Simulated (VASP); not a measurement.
# B in VASP: notebook, part 2 of 2

VASP 6.6.1. Earlier steps stand in the parts before.

## (3) Single point, PBE

This run uses another cell than the first one, of 51.56 Å³/atom, 1.987 times its volume.

INCAR reads:

```
  ALGO = Normal
  DIPOL = 0.5 0.5 0.268
  EDIFF = 1E-6
  ENCUT = 520
  GGA = PE
  IDIPOL = 3
  ISIF = 2
  ISMEAR = 0
  LASPH = T
  LCHARG = F
  LDIPOL = T
  LREAL = F
  LWAVE = F
  NBANDS = 10
  NELM = 80
  PREC = Accurate
  SIGMA = 0.1
```

KPOINTS reads:

```
k-points
0
Gamma
  30 30 1
```

POSCAR reads:

```
B
1.0
    1.7524776447      0.0000000000      0.0000000000
    0.0000000000      1.7524776447      0.0000000000
    0.0000000000      0.0000000000     33.5789736913
B
2
Direct
    0.5000000000      0.5000000000      0.1995436552
    0.5000000000      0.5000000000      0.3365060814
```

Potentials or basis: VASP PAW PBE potentials, release 64 (B).

The run is started by

```console
cat potpaw_PBE.64/B/POTCAR > POTCAR
mpirun -np 1 vasp_std > vasp.out
```

Wall time 3.3 min (1 thread of AMD EPYC 7R43 (Zen 3), shared host); peak memory 0.23 GiB.

It converged, with:

- Free energy: -10.1302 eV
- Band gap on the k mesh: zero (band 3 reaches -0.00 eV, above the bottom of band 4 at -7.91 eV)

Levels at points of the mesh, in eV from the Fermi level:
```tsv
k point	band 1	band 2	band 3	band 4	band 5	band 6	band 7	band 8	band 9
(0.00, 0.00, 0.00)	-13.58	-13.55	-4.95	-4.65	3.71	4.29	4.90	5.20	5.21
(0.50, 0.00, 0.00)	-6.94	-6.94	-1.43	-1.39	3.85	3.98	10.56	11.24	15.41
(0.50, 0.50, 0.00)	0.30	0.30	0.30	0.30	11.08	11.13	11.97	12.00	12.71
```

## (4) Single point, PBE

This run uses another cell than the first one, of 51.71 Å³/atom, 1.993 times its volume.

INCAR reads:

```
SYSTEM = B
PREC = Accurate
ENCUT = 520
EDIFF = 1E-6
ISMEAR = 0
SIGMA = 0.1
LREAL = .False.
LASPH = .True.
NELM = 80
ALGO = Normal
ISIF = 2
LWAVE = .False.
LCHARG = .True.
LDIPOL = .True.
IDIPOL = 3
DIPOL = 0.5 0.5 0.268
GGA = PE
LELF = .True.
LVHAR = .True.
LVACPOTAV = .True.
NBANDS = 10
```

KPOINTS reads:

```
Automatic mesh
0
Gamma
  30 30 1
  0 0 0
```

POSCAR reads:

```
B
1.0
    1.7548895071      0.0000000000      0.0000000000
    0.0000000000      1.7548895071      0.0000000000
    0.0000000000      0.0000000000     33.5789736913
B
2
Direct
    0.5000000000      0.5000000000      0.2001061767
    0.5000000000      0.5000000000      0.3359435599
```

Potentials or basis: VASP PAW PBE potentials, release 64 (B).

The run is started by

```console
cat potpaw_PBE.64/B/POTCAR > POTCAR
mpirun -np 1 vasp_std > vasp.out
```

OUTCAR:

```text
SYSTEM = B
   PREC = Accurate
   ENCUT = 520
   EDIFF = 1E-6
   ISMEAR = 0
   LREAL = .False.
   LASPH = .True.
   NELM = 80
   ISIF = 2
   GGA = PE

 ion  position               nearest neighbor table
   1  0.500  0.500  0.200-
   2  0.500  0.500  0.336-

  LATTYP: Found a simple tetragonal cell.
 ALAT       =     1.7548895071
 C/A-ratio  =    19.1345230315

  Lattice vectors:

 A1 = (   1.7548895071,   0.0000000000,   0.0000000000)
 A2 = (   0.0000000000,   1.7548895071,   0.0000000000)
[... 496 lines left out ...]
      6       2.7972      0.00000
      7       4.5515      0.00000
      8       4.6984      0.00000
      9       5.1884      0.00000
     10       5.5571      0.00000

 [... further k-points ...]
[... 5 lines left out ...]
  --------------------------------------------------------------------------------------
  -------------------------------------------------------------------------------------
  Total       -0.0089021     -0.0089021     -0.0090819      0.0000000      0.0000000      0.0000000
  in kB       -0.1379225     -0.1379225     -0.1407090      0.0000000      0.0000000      0.0000000
  external PRESSURE =      -0.1388514 kB  Pullay stress =       0.0000000 kB

 VOLUME and BASIS-vectors are now :
 -----------------------------------------------------------------------------
  energy-cutoff  :      520.00
  volume of cell :      103.41
      direct lattice vectors                 reciprocal lattice vectors
     1.754889507  0.000000000  0.000000000     0.569836446  0.000000000  0.000000000
     0.000000000  1.754889507  0.000000000     0.000000000  0.569836446  0.000000000
     0.000000000  0.000000000 33.578973691     0.000000000  0.000000000  0.029780541

 POSITION                                       TOTAL-FORCE (eV/Angst)
 -----------------------------------------------------------------------------------
      0.87744      0.87744      6.71936        -0.000000      0.000000      0.000219
      0.87744      0.87744     11.28064         0.000000     -0.000000     -0.000219
 -----------------------------------------------------------------------------------
    total drift:                                0.000000      0.000000      0.000001

  FREE ENERGIE OF THE ION-ELECTRON SYSTEM (eV)
  ---------------------------------------------------
  free  energy   TOTEN  =       -10.1303742239 eV

  energy  without entropy=      -10.1259246200  energy(sigma->0) =      -10.12814942

 vacuum level on the upper side and lower side of the slab         1.665         1.665
```

OSZICAR:

```text
N       E                     dE             d eps       ncg     rms          rms(c)
DAV:   1     0.250566694812E+02    0.25057E+02   -0.28058E+03  2728   0.450E+02
DAV:   2    -0.967727848517E+01   -0.34734E+02   -0.27546E+02  3966   0.824E+01
DAV:   3    -0.107706037822E+02   -0.10933E+01   -0.10565E+01  3814   0.187E+01
[... 12 lines left out ...]
DAV:  16    -0.101303657047E+02   -0.31865E-04   -0.34377E-06  3366   0.493E-03    0.500E-04
DAV:  17    -0.101303692112E+02   -0.35065E-05   -0.73265E-08  3748   0.117E-03    0.354E-04
DAV:  18    -0.101303723182E+02   -0.31070E-05   -0.95329E-08  3164   0.916E-04    0.144E-04
DAV:  19    -0.101303737424E+02   -0.14242E-05   -0.17018E-08  3320   0.420E-04    0.914E-05
DAV:  20    -0.101303742239E+02   -0.48148E-06   -0.34371E-09  3148   0.214E-04
   1 F= -.10130374E+02 E0= -.10128149E+02  d E =-.444960E-02
```

Wall time 3.2 min (1 thread of AMD EPYC 7R43 (Zen 3), shared host); peak memory 0.23 GiB.

What came out:

- Free energy: -10.1304 eV
- Band gap on the k mesh: zero (band 3 reaches -0.02 eV, above the bottom of band 4 at -7.89 eV)

## (5) Summary

```csv
cell,k mesh,gap on the mesh (eV)
"a = 1.698, b = 1.698, c = 18.000 Å, 2 atoms",10 × 10 × 1,none
"a = 1.752, b = 1.752, c = 33.579 Å, 2 atoms",30 × 30 × 1,none
"a = 1.755, b = 1.755, c = 33.579 Å, 2 atoms",30 × 30 × 1,none
```

Alike in all rows: task single point; level PBE; potentials or basis VASP PAW PBE potentials, release 64 (B); no spin polarisation; cutoff (eV) 520; smearing gaussian 0.1 eV.

Caveats: some runs use coarse meshes.

Absolute energies hang on the potentials; compare differences alone.
